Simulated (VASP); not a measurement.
# InSb (zincblende type) (F-43m) in VASP: further runs, part 2 of 2

VASP 6.6.1. Earlier steps stand in the parts before.

### Step 4. Single point, r2SCAN (25.35 Å³/atom)

This run uses another cell than the first one, of 25.35 Å³/atom.

Contents of POSCAR:

```
InSb
1.0
    0.0000000000      2.9376336548      2.9376336548
    2.9376336548      0.0000000000      2.9376336548
    2.9376336548      2.9376336548      0.0000000000
In Sb
1 1
Direct
    0.0000000000      0.0000000000      0.0000000000
    0.2500000000      0.2500000000      0.2500000000
```

Contents of INCAR.step1:

```
SYSTEM = InSb
  PREC = Accurate
  ENCUT = 520
  ISMEAR = -1
  SIGMA = 0.1
  LREAL = .FALSE.
  LASPH = .TRUE.
  NELM = 80
  NBANDS = 16
  GGA = PE
  ALGO = Normal
  EDIFF = 1E-4
  LWAVE = .TRUE.
  LCHARG = .FALSE.
```

Contents of INCAR.step2:

```
SYSTEM = InSb
  PREC = Accurate
  ENCUT = 520
  EDIFF = 1E-7
  ISMEAR = -1
  SIGMA = 0.1
  LREAL = .FALSE.
  LASPH = .TRUE.
  NELM = 80
  ALGO = Normal
  ISIF = 2
  LWAVE = .FALSE.
  LCHARG = .FALSE.
  METAGGA = R2SCAN
  LMIXTAU = .TRUE.
  NBANDS = 16
  ISTART = 1
```

Contents of KPOINTS:

```
regular mesh
0
G
  11 11 11
  0 0 0
```

Potentials or basis: VASP PAW PBE potentials, release 64 (In_d, Sb).

Run with:

```sh
cat potpaw_PBE.64/In_d/POTCAR potpaw_PBE.64/Sb/POTCAR > POTCAR
cp INCAR.step1 INCAR
mpirun -np 1 vasp_std > vasp.out
cp INCAR.step2 INCAR
mpirun -np 1 vasp_std > vasp.out
```

OUTCAR:

```text
SYSTEM = InSb
   PREC = Accurate
   ENCUT = 520
   EDIFF = 1E-7
   ISMEAR = -1
   LREAL = .FALSE.
   LASPH = .TRUE.
   NELM = 80
   ISIF = 2
   METAGGA = R2SCAN
   ISTART = 1

 ion  position               nearest neighbor table
   1  0.000  0.000  0.000-   2 2.54   2 2.54   2 2.54   2 2.54
   2  0.250  0.250  0.250-   1 2.54   1 2.54   1 2.54   1 2.54

  LATTYP: Found a face centered cubic cell.
 ALAT       =     5.8752673096

  Lattice vectors:

 A1 = (   0.0000000000,   2.9376336548,   2.9376336548)
 A2 = (   2.9376336548,   0.0000000000,   2.9376336548)
 A3 = (   2.9376336548,   2.9376336548,   0.0000000000)

Analysis of symmetry for initial positions (statically):
=====================================================================
 Subroutine PRICEL returns:
 Original cell was already a primitive cell.

 Routine SETGRP: Setting up the symmetry group for a
 face centered cubic supercell.

 Subroutine GETGRP returns: Found 24 space group operations
 (whereof 24 operations were pure point group operations)
 out of a pool of 48 trial point group operations.

The static configuration has the point symmetry T_d .

Analysis of symmetry for dynamics (positions and initial velocities):
=====================================================================
 Subroutine PRICEL returns:
 Original cell was already a primitive cell.

 Routine SETGRP: Setting up the symmetry group for a
 face centered cubic supercell.

 Subroutine GETGRP returns: Found 24 space group operations
 (whereof 24 operations were pure point group operations)
 out of a pool of 48 trial point group operations.

The dynamic configuration has the point symmetry T_d .

 Subroutine INISYM returns: Found 24 space group operations
 (whereof 24 operations are pure point group operations),
 and found     1 'primitive' translations

[... 105 lines left out ...]
   NELECT =      18.0000    total number of electrons
   NUPDOWN=      -1.0000    fix difference up-down
   EMIN   =  10.00;   EMAX   =-10.00  energy-range for DOS
   EFERMI =   0.00;   METHOD = LEGACY
   ISMEAR =    -1;   SIGMA  =   0.10  broadening in eV -4-tet -1-fermi 0-gaus
   EFERMI_NEDOS =   21; number of points for ismear=-14 and -15
   IALGO  =     38    algorithm
   IMIX   =      4    mixing-type and parameters
     AMIX     =   0.40;   BMIX     =  1.00
     AMIX_MAG =   1.60;   BMIX_MAG =  1.00
  volume/ion in A,a.u.               =      25.35       171.08
  Fermi-wavevector in a.u.,A,eV,Ry     =   1.159199  2.190569 18.282727  1.343743
  Thomas-Fermi vector in A             =   2.295794
   LORBIT       =      0    0 simple, 1 ext, 2 COOP (PROOUT), +10 PAW based schemes
   METAGGA = R2SCAN    functional components
   LHFCALC =     F    Hartree Fock is set to
   AEXX    =    0.0000 exact exchange contribution
   IVDW    =     0    specifies the selected vdW correction
   LEPSILON=     F    determine dielectric tensor
   LRPA    =     F    only Hartree local field effects (RPA)
 non-spin polarized calculation
  energy-cutoff  :      520.00
  volume of cell :       50.70
 maximum number of plane-waves:      1387
   NGX = 15   NGY = 15   NGZ = 15

 number of electron      18.0000006 magnetization

 Free energy of the ion-electron system (eV)
  ---------------------------------------------------
  ext. energy  EPLUGINS =         0.00000000
  ---------------------------------------------------
  free energy    TOTEN  =       -47.35640815 eV

  energy without entropy =      -47.35615528  energy(sigma->0) =      -47.35628171

 E-fermi :   9.0948     XC(G=0): -10.6496

 val. band max:        8.7074520640   @ k =   0.0000   0.0000   0.0000
 cond. band min:       9.5682922299   @ k =   0.4545   0.4545   0.0000
 fundamental gap:      0.8608401660
 Fermi energy:         9.0948407141

 k-point     1 :       0.0000    0.0000    0.0000
  band No.  band energies     occupation
      1      -7.4529      2.00000
      2      -7.4529      2.00000
      3      -7.4529      2.00000
      4      -7.2201      2.00000
      5      -7.2201      2.00000
      6      -4.8521      2.00000
[... 433 lines left out ...]
      3      -7.4023      2.00000
      4      -7.2310      2.00000
      5      -7.2200      2.00000
      6      -3.6405      2.00000
[... 8 lines left out ...]
     15      18.0631      0.00000
     16      18.9024      0.00000

 [... further k-points ...]
[... 5 lines left out ...]
  --------------------------------------------------------------------------------------
  -------------------------------------------------------------------------------------
  Total        9.8297970      9.8297970      9.8297970      0.0000000     -0.0000000      0.0000000
  in kB      310.6220135    310.6220135    310.6220135      0.0000000     -0.0000000      0.0000000
  external PRESSURE =     310.6220135 kB  Pullay stress =       0.0000000 kB

 VOLUME and BASIS-vectors are now :
 -----------------------------------------------------------------------------
  energy-cutoff  :      520.00
  volume of cell :       50.70
      direct lattice vectors                 reciprocal lattice vectors
     0.000000000  2.937633655  2.937633655    -0.170205022  0.170205022  0.170205022
     2.937633655  0.000000000  2.937633655     0.170205022 -0.170205022  0.170205022
     2.937633655  2.937633655  0.000000000     0.170205022  0.170205022 -0.170205022

 POSITION                                       TOTAL-FORCE (eV/Angst)
 -----------------------------------------------------------------------------------
      0.00000      0.00000      0.00000         0.000000     -0.000000      0.000000
      1.46882      1.46882      1.46882        -0.000000      0.000000     -0.000000
 -----------------------------------------------------------------------------------
    total drift:                               -0.000004     -0.000004     -0.000004

  FREE ENERGIE OF THE ION-ELECTRON SYSTEM (eV)
  ---------------------------------------------------
  free  energy   TOTEN  =       -47.3564081504 eV

  energy  without entropy=      -47.3561552774  energy(sigma->0) =      -47.35628171
```

OUTCAR.step1:

```text
SYSTEM = InSb
   PREC = Accurate
   ENCUT = 520
   ISMEAR = -1
   LREAL = .FALSE.
   LASPH = .TRUE.
[... 676 lines left out ...]
      0.00000      0.00000      0.00000         0.000000     -0.000000     -0.000000
      1.46882      1.46882      1.46882        -0.000000      0.000000      0.000000
 -----------------------------------------------------------------------------------
    total drift:                               -0.000000     -0.000000     -0.000000

  FREE ENERGIE OF THE ION-ELECTRON SYSTEM (eV)
  ---------------------------------------------------
  free  energy   TOTEN  =        -5.3727603879 eV

  energy  without entropy=       -5.3720936828  energy(sigma->0) =       -5.37242704
```

OSZICAR.step1:

```text
N       E                     dE             d eps       ncg     rms          rms(c)
DAV:   1     0.118266658592E+03    0.11827E+03   -0.81017E+03  1792   0.124E+03
DAV:   2     0.176264551931E+01   -0.11650E+03   -0.11243E+03  1992   0.305E+02
DAV:   3    -0.537490361120E+01   -0.71375E+01   -0.71096E+01  2304   0.744E+01
DAV:   4    -0.556915211944E+01   -0.19425E+00   -0.19421E+00  2256   0.132E+01
DAV:   5    -0.557952495011E+01   -0.10373E-01   -0.10373E-01  2696   0.263E+00    0.673E+00
DAV:   6    -0.541361299459E+01    0.16591E+00   -0.17405E-01  2480   0.815E+00    0.381E+00
DAV:   7    -0.537198369735E+01    0.41629E-01   -0.11863E-01  2448   0.397E+00    0.942E-01
DAV:   8    -0.537222712282E+01   -0.24343E-03   -0.11485E-02  2376   0.142E+00    0.519E-01
DAV:   9    -0.537273014913E+01   -0.50303E-03   -0.11340E-03  2152   0.236E-01    0.918E-02
DAV:  10    -0.537276038794E+01   -0.30239E-04   -0.64228E-05  1776   0.111E-01
   1 F= -.53727604E+01 E0= -.53724270E+01  d E =-.666705E-03
```

Run time: 4.7 min. Hardware: 1 thread of Intel Xeon 8259CL, shared host; peak memory 0.21 GiB.

What came out:

| Property | Result |
| --- | --- |
| Free energy | -47.3564 eV |
| Pressure | 31.1 GPa |
| Band gap on the k mesh | 0.86 eV (least direct gap 2.11 eV) |

Caveat: the cell stands under pressure; the PAW data sets were made with another functional, which shifts forces and pressure a little; spin-orbit coupling is left out, which moves the levels of the heavy elements; an odd mesh through Γ misses points on the zone boundary, where band edges can lie.

### Step 5. Single point, r2SCAN (28.17 Å³/atom)

This run uses another cell than the first one, of 28.17 Å³/atom.

Contents of POSCAR:

```
InSb
1.0
    0.0000000000      3.0426369276      3.0426369276
    3.0426369276      0.0000000000      3.0426369276
    3.0426369276      3.0426369276      0.0000000000
In Sb
1 1
Direct
    0.0000000000      0.0000000000      0.0000000000
    0.2500000000      0.2500000000      0.2500000000
```

Contents of INCAR.step1:

```
SYSTEM = InSb
PREC     = Accurate       ! precision mode
ENCUT    = 520            ! plane-wave cutoff, eV
ISMEAR   = -1             ! smearing method
SIGMA    = 0.1            ! smearing width, eV
LREAL    = .FALSE.        ! projectors in reciprocal space
LASPH    = .TRUE.         ! aspherical terms in the spheres
NELM     = 60             ! most SCF steps
NBANDS   = 16             ! bands
GGA      = PE             ! functional
ALGO     = Normal         ! electronic algorithm
EDIFF    = 1E-4           ! SCF threshold, eV
LWAVE    = .TRUE.         ! write WAVECAR
LCHARG   = .FALSE.        ! write CHGCAR
```

Contents of INCAR.step2:

```
SYSTEM = InSb
PREC     = Accurate       ! precision mode
ENCUT    = 520            ! plane-wave cutoff, eV
EDIFF    = 1E-6           ! SCF threshold, eV
ISMEAR   = -1             ! smearing method
SIGMA    = 0.1            ! smearing width, eV
LREAL    = .FALSE.        ! projectors in reciprocal space
LASPH    = .TRUE.         ! aspherical terms in the spheres
NELM     = 60             ! most SCF steps
ALGO     = Normal         ! electronic algorithm
ISIF     = 2              ! what is computed and relaxed
LWAVE    = .FALSE.        ! write WAVECAR
LCHARG   = .FALSE.        ! write CHGCAR
METAGGA  = R2SCAN         ! meta-GGA
LMIXTAU  = .TRUE.       
NBANDS   = 16             ! bands
ISTART   = 1
```

KPOINTS is that of step 4.

Potentials or basis: VASP PAW PBE potentials, release 64 (In_d, Sb).

Run with:

```sh
cat potpaw_PBE.64/In_d/POTCAR potpaw_PBE.64/Sb/POTCAR > POTCAR
cp INCAR.step1 INCAR
mpirun -np 1 vasp_std > vasp.out
cp INCAR.step2 INCAR
mpirun -np 1 vasp_std > vasp.out
```

OUTCAR:

```text
SYSTEM = InSb
   PREC = Accurate
   ENCUT = 520
   EDIFF = 1E-6
   ISMEAR = -1
   LREAL = .FALSE.
   LASPH = .TRUE.
   NELM = 60
   ISIF = 2
   METAGGA = R2SCAN
   ISTART = 1

 ion  position               nearest neighbor table
   1  0.000  0.000  0.000-   2 2.64   2 2.64   2 2.64   2 2.64
   2  0.250  0.250  0.250-   1 2.64   1 2.64   1 2.64   1 2.64

  LATTYP: Found a face centered cubic cell.
 ALAT       =     6.0852738552

  Lattice vectors:

 A1 = (   0.0000000000,   3.0426369276,   3.0426369276)
 A2 = (   3.0426369276,   0.0000000000,   3.0426369276)
 A3 = (   3.0426369276,   3.0426369276,   0.0000000000)

Analysis of symmetry for initial positions (statically):
=====================================================================
 Subroutine PRICEL returns:
 Original cell was already a primitive cell.

 Routine SETGRP: Setting up the symmetry group for a
 face centered cubic supercell.

 Subroutine GETGRP returns: Found 24 space group operations
 (whereof 24 operations were pure point group operations)
 out of a pool of 48 trial point group operations.

The static configuration has the point symmetry T_d .

Analysis of symmetry for dynamics (positions and initial velocities):
=====================================================================
 Subroutine PRICEL returns:
 Original cell was already a primitive cell.

 Routine SETGRP: Setting up the symmetry group for a
 face centered cubic supercell.

 Subroutine GETGRP returns: Found 24 space group operations
 (whereof 24 operations were pure point group operations)
 out of a pool of 48 trial point group operations.

The dynamic configuration has the point symmetry T_d .

 Subroutine INISYM returns: Found 24 space group operations
 (whereof 24 operations are pure point group operations),
 and found     1 'primitive' translations

[... 105 lines left out ...]
   NELECT =      18.0000    total number of electrons
   NUPDOWN=      -1.0000    fix difference up-down
   EMIN   =  10.00;   EMAX   =-10.00  energy-range for DOS
   EFERMI =   0.00;   METHOD = LEGACY
   ISMEAR =    -1;   SIGMA  =   0.10  broadening in eV -4-tet -1-fermi 0-gaus
   EFERMI_NEDOS =   21; number of points for ismear=-14 and -15
   IALGO  =     38    algorithm
   IMIX   =      4    mixing-type and parameters
     AMIX     =   0.40;   BMIX     =  1.00
     AMIX_MAG =   1.60;   BMIX_MAG =  1.00
  volume/ion in A,a.u.               =      28.17       190.08
  Fermi-wavevector in a.u.,A,eV,Ry     =   1.119194  2.114971 17.042605  1.252596
  Thomas-Fermi vector in A             =   2.255832
   LORBIT       =      0    0 simple, 1 ext, 2 COOP (PROOUT), +10 PAW based schemes
   METAGGA = R2SCAN    functional components
   LHFCALC =     F    Hartree Fock is set to
   AEXX    =    0.0000 exact exchange contribution
   IVDW    =     0    specifies the selected vdW correction
   LEPSILON=     F    determine dielectric tensor
   LRPA    =     F    only Hartree local field effects (RPA)
 non-spin polarized calculation
  energy-cutoff  :      520.00
  volume of cell :       56.34
 maximum number of plane-waves:      1536
   NGX = 17   NGY = 17   NGZ = 17

 number of electron      17.9999992 magnetization

 Free energy of the ion-electron system (eV)
  ---------------------------------------------------
  ext. energy  EPLUGINS =         0.00000000
  ---------------------------------------------------
  free energy    TOTEN  =       -48.17447359 eV

  energy without entropy =      -48.17436555  energy(sigma->0) =      -48.17441957

 E-fermi :   7.7069     XC(G=0): -10.1249

 val. band max:        7.1901231770   @ k =   0.0000   0.0000   0.0000
 cond. band min:       8.3204948866   @ k =   0.4545   0.4545   0.0000
 fundamental gap:      1.1303717095
 Fermi energy:         7.7068924812

 k-point     1 :       0.0000    0.0000    0.0000
  band No.  band energies     occupation
      1      -8.4752      2.00000
      2      -8.4752      2.00000
      3      -8.4752      2.00000
      4      -8.2992      2.00000
      5      -8.2992      2.00000
      6      -5.3762      2.00000
[... 433 lines left out ...]
      3      -8.4388      2.00000
      4      -8.3062      2.00000
      5      -8.2981      2.00000
      6      -4.3289      2.00000
[... 8 lines left out ...]
     15      16.3254      0.00000
     16      16.9420      0.00000

 [... further k-points ...]
[... 5 lines left out ...]
  --------------------------------------------------------------------------------------
  -------------------------------------------------------------------------------------
  Total        5.8282165      5.8282165      5.8282165      0.0000000      0.0000000      0.0000000
  in kB      165.7547072    165.7547072    165.7547072      0.0000000      0.0000000      0.0000000
  external PRESSURE =     165.7547072 kB  Pullay stress =       0.0000000 kB

 VOLUME and BASIS-vectors are now :
 -----------------------------------------------------------------------------
  energy-cutoff  :      520.00
  volume of cell :       56.34
      direct lattice vectors                 reciprocal lattice vectors
     0.000000000  3.042636928  3.042636928    -0.164331142  0.164331142  0.164331142
     3.042636928  0.000000000  3.042636928     0.164331142 -0.164331142  0.164331142
     3.042636928  3.042636928  0.000000000     0.164331142  0.164331142 -0.164331142

 POSITION                                       TOTAL-FORCE (eV/Angst)
 -----------------------------------------------------------------------------------
      0.00000      0.00000      0.00000        -0.000000      0.000000      0.000000
      1.52132      1.52132      1.52132         0.000000     -0.000000     -0.000000
 -----------------------------------------------------------------------------------
    total drift:                               -0.000003     -0.000003     -0.000003

  FREE ENERGIE OF THE ION-ELECTRON SYSTEM (eV)
  ---------------------------------------------------
  free  energy   TOTEN  =       -48.1744735863 eV

  energy  without entropy=      -48.1743655500  energy(sigma->0) =      -48.17441957
```

Wall time 3.3 min (1 thread of Intel Xeon 8259CL, shared host); peak memory 0.22 GiB.

Results:

| Item | Value |
| --- | --- |
| Free energy | -48.1745 eV |
| Pressure | 16.6 GPa |
| Band gap on the k mesh | 1.13 eV (least direct gap 1.44 eV) |

Caveat: the cell stands under pressure; the PAW data sets were made with another functional, which shifts forces and pressure a little; spin-orbit coupling is left out, which moves the levels of the heavy elements; an odd mesh through Γ misses points on the zone boundary, where band edges can lie.

### Step 6. Overview

| cell | gap on the mesh (eV) | pressure (GPa) |
| --- | --- | --- |
| a = 3.798 Å, angles 60.0°, 2 atoms | none | 103.6 |
| a = 3.994 Å, angles 60.0°, 2 atoms | 0.50 | 55.1 |
| a = 4.154 Å, angles 60.0°, 2 atoms | 0.86 | 31.1 |
| a = 4.303 Å, angles 60.0°, 2 atoms | 1.13 | 16.6 |

Alike in all rows: task single point; level r2SCAN; potentials or basis VASP PAW PBE potentials, release 64 (In_d, Sb); no spin polarisation; k mesh 11 × 11 × 11; cutoff (eV) 520; smearing fermi-dirac 0.1 eV.

Caveats: the cell stands under pressure; the PAW data sets were made with another functional, which shifts forces and pressure a little; spin-orbit coupling is left out, which moves the levels of the heavy elements; an odd mesh through Γ misses points on the zone boundary, where band edges can lie (at least some runs); semilocal functionals underestimate gaps, and a narrow one can read as zero (at least some runs).

Absolute energies hang on the potentials; compare differences alone.

The gap in the log of VASP goes by the Fermi energy; the results here count the filled bands.